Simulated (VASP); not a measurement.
A run of VASP 6.6.1 is set up as follows.

Contents of INCAR:

```
SYSTEM = TiCrC4N4
ALGO     = Normal         ! electronic algorithm
EDIFF    = 1E-6           ! SCF threshold, eV
ENCUT    = 520            ! plane-wave cutoff, eV
GGA      = PE             ! functional
ISIF     = 2              ! what is computed and relaxed
ISMEAR   = 0              ! smearing method
ISPIN    = 2              ! spin polarisation
LASPH    = .True.         ! aspherical terms in the spheres
LCHARG   = .False.        ! write CHGCAR
LMAXMIX  = 4              ! l up to which the mixer works
LORBIT   = 11             ! projections on sites
LREAL    = .False.        ! projectors in reciprocal space
LWAVE    = .False.        ! write WAVECAR
MAGMOM   = 1 3 0 0 0 0 0 0 0 0 ! initial moments
NBANDS   = 45             ! bands
NELM     = 150            ! most SCF steps
PREC     = Accurate       ! precision mode
SIGMA    = 0.1            ! smearing width, eV
```

File KPOINTS:

```
k-points
0
Gamma
  4 4 4
  0 0 0
```

The input POSCAR:

```
TiCrC4N4
1.0
    6.0353504224      0.0000000000      0.0000000000
    0.0000000000      6.0353504224      0.0000000000
    0.0000000000      0.0000000000      6.0353504224
Ti Cr C N
1 1 4 4
Direct
    0.0000000000      0.0000000000      0.0000000000
    0.5000000000      0.5000000000      0.5000000000
    0.2003775561      0.2003775561      0.2003775561
    0.2003775561      0.7996224439      0.7996224439
    0.7996224439      0.2003775561      0.7996224439
    0.7996224439      0.7996224439      0.2003775561
    0.3133837711      0.3133837711      0.3133837711
    0.3133837711      0.6866162289      0.6866162289
    0.6866162289      0.3133837711      0.6866162289
    0.6866162289      0.6866162289      0.3133837711
```

Potentials or basis: VASP PAW PBE potentials, release 64 (Ti_sv, Cr_pv, C, N).

Launch:

```sh
$ cat potpaw_PBE.64/Ti_sv/POTCAR potpaw_PBE.64/Cr_pv/POTCAR potpaw_PBE.64/C/POTCAR potpaw_PBE.64/N/POTCAR > POTCAR
$ mpirun -np 1 vasp_std > vasp.out
```

What does it give for the pressure?

-2.1 GPa.

Estimate the largest force.

1.952 eV/Å.

Predict the net moment.

2.17 μB per cell.

Estimate the site moments.

Ti +0.69; Cr +0.84; C +0.02; N +0.01 μB.

Forces in eV/Å, atoms in the order of the input:
```
Ti   0.000  0.000  0.000
Cr   0.000  0.000  0.000
C   -0.481 -0.481 -0.481
C   -0.481  0.481  0.481
C    0.481 -0.481  0.481
C    0.481  0.481 -0.481
N    1.127  1.127  1.127
N    1.127 -1.127 -1.127
N   -1.127  1.127 -1.127
N   -1.127 -1.127  1.127
```

Caveat: a cell with one magnetic atom can't hold antiferromagnetic order, which such compounds often take; forces of over 1 eV/Å act on the atoms, so gaps and moduli don't describe the material at rest.
